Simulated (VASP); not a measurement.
# PtS2 (P-3m1) in VASP: further runs, part 3 of 3

VASP 6.6.1.

### Step 4. Relaxation of cell and atoms, r2SCAN+D4

File POSCAR:

```
PtS2
1.0
    3.5432000000      0.0000000000      0.0000000000
   -1.7716000000      3.0685012107      0.0000000000
    0.0000000000      0.0000000000      5.0388000000
Pt S
1 2
Direct
    0.0000000000      0.0000000000      0.0000000000
    0.3333333333      0.6666666667      0.2270000000
    0.6666666667      0.3333333333      0.7730000000
```

File INCAR.step1:

```
SYSTEM = PtS2
PREC     = Accurate       ! precision mode
ENCUT    = 600            ! plane-wave cutoff, eV
ISMEAR   = -1             ! smearing method
SIGMA    = 0.05           ! smearing width, eV
LREAL    = .False.        ! projectors in reciprocal space
LASPH    = .True.         ! aspherical terms in the spheres
NELM     = 60             ! most SCF steps
GGA      = PE             ! functional
ALGO     = Normal         ! electronic algorithm
EDIFF    = 1E-4           ! SCF threshold, eV
LWAVE    = .True.         ! write WAVECAR
LCHARG   = .False.        ! write CHGCAR
```

File INCAR.step2:

```
SYSTEM = PtS2
PREC     = Accurate       ! precision mode
ENCUT    = 600            ! plane-wave cutoff, eV
EDIFF    = 1E-6           ! SCF threshold, eV
ISMEAR   = -1             ! smearing method
SIGMA    = 0.05           ! smearing width, eV
LREAL    = .False.        ! projectors in reciprocal space
LASPH    = .True.         ! aspherical terms in the spheres
NELM     = 60             ! most SCF steps
ALGO     = Normal         ! electronic algorithm
ISIF     = 3              ! what is computed and relaxed
LWAVE    = .False.        ! write WAVECAR
LCHARG   = .False.        ! write CHGCAR
METAGGA  = R2SCAN         ! meta-GGA
LMIXTAU  = .True.       
IVDW     = 13             ! dispersion correction
VDW_S6   = 1.0          
VDW_S8   = 0.6018749    
VDW_A1   = 0.51559235   
VDW_A2   = 5.77342911   
IBRION   = 2              ! ionic algorithm
NSW      = 80             ! ionic steps
EDIFFG   = -0.05          ! ionic threshold
ISTART   = 1
```

File KPOINTS:

```
Automatic mesh
0
Gamma
  9 9 6
  0 0 0
```

Potentials or basis: VASP PAW PBE potentials, release 64 (Pt, S).

On the command line:

```
$ cat potpaw_PBE.64/Pt/POTCAR potpaw_PBE.64/S/POTCAR > POTCAR
$ cp INCAR.step1 INCAR
$ mpirun -np 1 vasp_std > vasp.out
$ cp INCAR.step2 INCAR
$ mpirun -np 1 vasp_std > vasp.out
```

OUTCAR:

```text
SYSTEM = PtS2
   PREC = Accurate
   ENCUT = 600
   EDIFF = 1E-6
   ISMEAR = -1
   LREAL = .False.
   LASPH = .True.
   NELM = 60
   ISIF = 3
   METAGGA = R2SCAN
   IVDW = 13
   IBRION = 2
   NSW = 80
   EDIFFG = -0.05
   ISTART = 1

 ion  position               nearest neighbor table
   1  0.000  0.000  0.000-   2 2.34   3 2.34   3 2.34   2 2.34   3 2.34   2 2.34
   2  0.333  0.667  0.227-   1 2.34   1 2.34   1 2.34
   3  0.667  0.333  0.773-   1 2.34   1 2.34   1 2.34

  LATTYP: Found a hexagonal cell.
 ALAT       =     3.5432000000
 C/A-ratio  =     1.4221043125

  Lattice vectors:

 A1 = (   3.5432000000,   0.0000000000,   0.0000000000)
 A2 = (  -1.7716000000,   3.0685012107,   0.0000000000)
 A3 = (   0.0000000000,   0.0000000000,   5.0388000000)

Analysis of symmetry for initial positions (statically):
=====================================================================
 Subroutine PRICEL returns:
 Original cell was already a primitive cell.

 Routine SETGRP: Setting up the symmetry group for a
 hexagonal supercell.

 Subroutine GETGRP returns: Found 12 space group operations
 (whereof 12 operations were pure point group operations)
 out of a pool of 24 trial point group operations.

The static configuration has the point symmetry D_3d.

Analysis of symmetry for dynamics (positions and initial velocities):
=====================================================================
 Subroutine PRICEL returns:
 Original cell was already a primitive cell.

 Routine SETGRP: Setting up the symmetry group for a
 hexagonal supercell.

 Subroutine GETGRP returns: Found 12 space group operations
 (whereof 12 operations were pure point group operations)
 out of a pool of 24 trial point group operations.

The dynamic configuration has the point symmetry D_3d.

 Subroutine INISYM returns: Found 12 space group operations
 (whereof 12 operations are pure point group operations),
 and found     1 'primitive' translations

----------------------------------------------------------------------------------------

                                     Primitive cell

  volume of cell :      54.7834

  direct lattice vectors                    reciprocal lattice vectors
     3.543200000  0.000000000  0.000000000     0.282230752  0.162946001  0.000000000
    -1.771600000  3.068501211  0.000000000     0.000000000  0.325892001  0.000000000
     0.000000000  0.000000000  5.038800000     0.000000000  0.000000000  0.198459951
[... 109 lines left out ...]
  Thomas-Fermi vector in A             =   2.343439
   LORBIT       =      0    0 simple, 1 ext, 2 COOP (PROOUT), +10 PAW based schemes
   METAGGA = R2SCAN    functional components
   LHFCALC =     F    Hartree Fock is set to
   AEXX    =    0.0000 exact exchange contribution
   IVDW    =    13    specifies the selected vdW correction
   LEPSILON=     F    determine dielectric tensor
   LRPA    =     F    only Hartree local field effects (RPA)
 conjugate gradient relaxation of ions
 non-spin polarized calculation
  energy-cutoff  :      600.00
  volume of cell :       54.78
 maximum number of plane-waves:      1863
   NGX = 15   NGY = 15   NGZ = 21

--------------------------------------- Ionic step        1  -------------------------------------------

 number of electron      22.0000001 magnetization

 Free energy of the ion-electron system (eV)
  ---------------------------------------------------
  ext. energy  EPLUGINS =         0.00000000
  ---------------------------------------------------
  free energy    TOTEN  =       -68.74061696 eV

  energy without entropy =      -68.74061609  energy(sigma->0) =      -68.74061653

------------------------ aborting loop because EDIFF is reached ----------------------------------------

  DFT-D4 for vdW energy calculation

  Edisp (eV):   -0.48085
[... 196 lines left out ...]
--------------------------------------- Ionic step        6  -------------------------------------------

 number of electron      21.9999998 magnetization

 Free energy of the ion-electron system (eV)
  ---------------------------------------------------
  ext. energy  EPLUGINS =         0.00000000
  ---------------------------------------------------
  free energy    TOTEN  =       -68.85767841 eV

  energy without entropy =      -68.85767697  energy(sigma->0) =      -68.85767769

 E-fermi :   6.4895     XC(G=0): -11.1217

 val. band max:        5.9645787501   @ k =   0.0000   0.0000   0.0000
 cond. band min:       7.0717002345   @ k =   0.3333   0.3333   0.0000
 fundamental gap:      1.1071214843
 Fermi energy:         6.4894994224

 k-point     1 :       0.0000    0.0000    0.0000
  band No.  band energies     occupation
      1      -9.6790      2.00000
      2      -6.8298      2.00000
      3      -0.9260      2.00000
      4      -0.6423      2.00000
      5      -0.6423      2.00000
      6       2.1550      2.00000
      7       2.1550      2.00000
      8       3.9946      2.00000
      9       4.9796      2.00000
     10       4.9796      2.00000
     11       5.9646      1.99994
     12       8.3950      0.00000
     13       8.3950      0.00000
     14      11.3521      0.00000
[... 401 lines left out ...]
      2      -7.2626      2.00000
      3      -0.5268      2.00000
      4      -0.2242      2.00000
      5       0.4667      2.00000
      6       0.7790      2.00000
      7       1.6272      2.00000
      8       2.9060      2.00000
      9       4.2277      2.00000
     10       4.4082      2.00000
     11       5.6535      2.00000
     12       7.1877      0.00000
     13       8.0345      0.00000
     14      12.1191      0.00000
     15      14.0538      0.00000

 [... further k-points ...]

------------------------ aborting loop because EDIFF is reached ----------------------------------------

  DFT-D4 for vdW energy calculation

  Edisp (eV):   -0.46585
[... 26 lines left out ...]
  FREE ENERGIE OF THE ION-ELECTRON SYSTEM (eV)
  ---------------------------------------------------
  free  energy   TOTEN  =       -69.3235256868 eV

  energy  without entropy=      -69.3235242460  energy(sigma->0) =      -69.32352497

 reached required accuracy - stopping structural energy minimisation
```

OUTCAR.step1:

```text
SYSTEM = PtS2
   PREC = Accurate
   ENCUT = 600
   ISMEAR = -1
   LREAL = .False.
   LASPH = .True.
   NELM = 60
[... 655 lines left out ...]
      0.00000      0.00000      0.00000         0.000000      0.000000     -0.000000
     -0.00000      2.04567      1.14381         0.000000     -0.000000      1.214770
      1.77160      1.02283      3.89499        -0.000000     -0.000000     -1.214770
 -----------------------------------------------------------------------------------
    total drift:                                0.000000     -0.000000      0.000000

  FREE ENERGIE OF THE ION-ELECTRON SYSTEM (eV)
  ---------------------------------------------------
  free  energy   TOTEN  =       -15.2720209159 eV

  energy  without entropy=      -15.2720171319  energy(sigma->0) =      -15.27201902
```

OSZICAR.step1:

```text
N       E                     dE             d eps       ncg     rms          rms(c)
DAV:   1     0.133010129134E+03    0.13301E+03   -0.11579E+04  1868   0.148E+03
DAV:   2    -0.106161103000E+02   -0.14363E+03   -0.14065E+03  2357   0.266E+02
DAV:   3    -0.165997794221E+02   -0.59837E+01   -0.59573E+01  2399   0.587E+01
DAV:   4    -0.166692876230E+02   -0.69508E-01   -0.69490E-01  2371   0.683E+00
DAV:   5    -0.166705908281E+02   -0.13032E-02   -0.13032E-02  2532   0.905E-01    0.201E+01
DAV:   6    -0.154897722425E+02    0.11808E+01   -0.78667E+00  1902   0.292E+01    0.129E+01
DAV:   7    -0.152946954880E+02    0.19508E+00   -0.13558E+00  1958   0.129E+01    0.628E+00
DAV:   8    -0.152761795147E+02    0.18516E-01   -0.71712E-02  2231   0.223E+00    0.126E+00
DAV:   9    -0.152716963953E+02    0.44831E-02   -0.14918E-02  2294   0.137E+00    0.222E-01
DAV:  10    -0.152719615225E+02   -0.26513E-03   -0.16826E-03  2357   0.311E-01    0.121E-01
DAV:  11    -0.152720209159E+02   -0.59393E-04   -0.82138E-05  1693   0.790E-02
   1 F= -.15272021E+02 E0= -.15272019E+02  d E =-.378400E-05
```

Wall time 18 min (1 thread of Intel Xeon 8259CL, shared host); peak memory 0.24 GiB.

Results:

| Item | Value |
| --- | --- |
| Free energy | -69.3235 eV |
| Relaxed volume | 18.91 Å³/atom |
| Relaxed cell | a = 3.552 Å, b = 3.552 Å, c = 5.191 Å, α = 90.00°, β = 90.00°, γ = 120.00° |
| Space group after relaxing (to 0.1 Å) | P-3m1 (No. 164) |
| Energy gained by relaxing | 34.0 meV/atom |
| Ionic steps | 6 |
| Pressure after relaxing | -0.1 GPa |
| Largest force after relaxing | 0.006 eV/Å |
| Band gap on the k mesh | 1.11 eV (least direct gap 1.26 eV) |
| Dispersion energy per atom | -0.155 eV |

Forces on the atoms (eV/Å):
```
Pt   0.000  0.000  0.000
S    0.000  0.000 -0.006
S    0.000  0.000  0.006
```

The path:
```
step  energy change (eV)  largest force (eV/Å)  pressure (GPa)  volume (Å³)
   1              0.0000                1.2163            8.00        54.78
   2              0.1709                1.1195          -12.10        62.33
   3             -0.0847                0.2320           -0.94        57.35
   4             -0.0848                0.2596           -0.69        57.27
   5             -0.0985                0.1148           -0.36        56.97
   6             -0.1021                0.0065           -0.09        56.73
```

Final structure:
```yaml
crystal:
  lattice:
    - [3.55223, 0.00000, 0.00000]
    - [-1.77612, 3.07632, 0.00000]
    - [0.00000, 0.00000, 5.19117]
  atoms:
    - { symbol: Pt, position: [0.00000, 0.00000, 0.00000] }
    - { symbol: S, position: [0.33333, 0.66667, 0.23596] }
    - { symbol: S, position: [0.66667, 0.33333, 0.76404] }
```

Caveat: the PAW data sets were made with another functional, which shifts forces and pressure a little; spin-orbit coupling is left out, which moves the levels of the heavy elements; an odd mesh through Γ misses points on the zone boundary, where band edges can lie. r2SCAN opens gaps a little over a GGA but as a rule still falls short of measured ones.

### Step 5. Overview

```csv
level,gap on the mesh (eV),pressure (GPa),relaxed volume (Å³/atom),largest force (eV/Å)
PBEsol,0.91,-0.1,18.73,0.03
PBE,1.49,0.0,23.13,0.01
r2SCAN+D4,1.11,-0.1,18.91,0.01
```

Alike in all rows: task relaxation of cell and atoms; potentials or basis VASP PAW PBE potentials, release 64 (Pt, S); no spin polarisation; cell relaxed; k mesh 9 × 9 × 6; cutoff (eV) 600; smearing fermi-dirac 0.05 eV.

Caveats: spin-orbit coupling is left out, which moves the levels of the heavy elements; an odd mesh through Γ misses points on the zone boundary, where band edges can lie; the PAW data sets were made with another functional, which shifts forces and pressure a little (at least some runs); the relaxation stopped at a loose force limit of 0.05 eV/Å, so its end isn't a converged minimum (at least some runs); the volume moved by over 15 % at a fixed basis, so the end points are rough (at least some runs); this functional lacks dispersion, which binds the layers, so the pressure and a relaxed spacing across them are unreliable (at least some runs).

Absolute energies hang on the potentials; compare differences alone.
